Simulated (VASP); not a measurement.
Wanted: the native input for a VASP 6.6.1 run.

- Task: single point
- Functional: PBE
- Potentials or basis: VASP PAW PBE potentials, release 64 (Ti_sv, S)
- Cutoff: 500 eV
- k mesh: 6 × 6 × 4
- Occupations: gaussian, width 0.1 eV
- Spin: no spin polarisation
- Hubbard terms: Ti d U = 4.0 eV
- Dipole correction: no
- Further INCAR settings: ALGO = Normal; EDIFF = 1e-06; NBANDS = 19

The structure of TiS2 lies in POSCAR:

```
TiS2
1.0
    3.4120000000      0.0000000000      0.0000000000
   -1.7060000000      2.9548790000      0.0000000000
    0.0000000000      0.0000000000      5.6950000000
Ti S
1 2
Direct
    0.0000000000      0.0000000000      0.0000000000
    0.3333333333      0.6666666667      0.2500000000
    0.6666666667      0.3333333333      0.7500000000
```

One way to write it, as run:

INCAR

```
  PREC = Accurate
  ENCUT = 500
  EDIFF = 1E-6
  ISMEAR = 0
  SIGMA = 0.1
  LREAL = False
  LASPH = True
  NELM = 200
  ALGO = Normal
  ISIF = 2
  LWAVE = False
  LCHARG = False
  LMAXMIX = 4
  LDAU = True
  LDAUTYPE = 2
  LDAUL = 2 -1
  LDAUU = 4 0
  LDAUJ = 0 0
  LDAUPRINT = 1
  GGA = PE
  NBANDS = 19
  GGA_COMPAT = False
```

KPOINTS

```
regular mesh
0
Gamma
  6 6 4
```

Potentials or basis: VASP PAW PBE potentials, release 64 (Ti_sv, S).

Run with:

```sh
$ cat potpaw_PBE.64/Ti_sv/POTCAR potpaw_PBE.64/S/POTCAR > POTCAR
$ mpirun -np 1 vasp_std > vasp.out
```

Results of the run:

```yaml
Pressure: 4.4 GPa
Largest_force: 0.097 eV/Å
Band_gap_on_the_k_mesh: 0.29 eV, indirect (least direct gap 0.88 eV)
```

Wall time 21 s on 1 thread of Intel(R) Xeon(R) Platinum 8375C CPU @ 2.90GHz (Ice Lake), with other jobs on the host, peak memory 0.17 GiB.
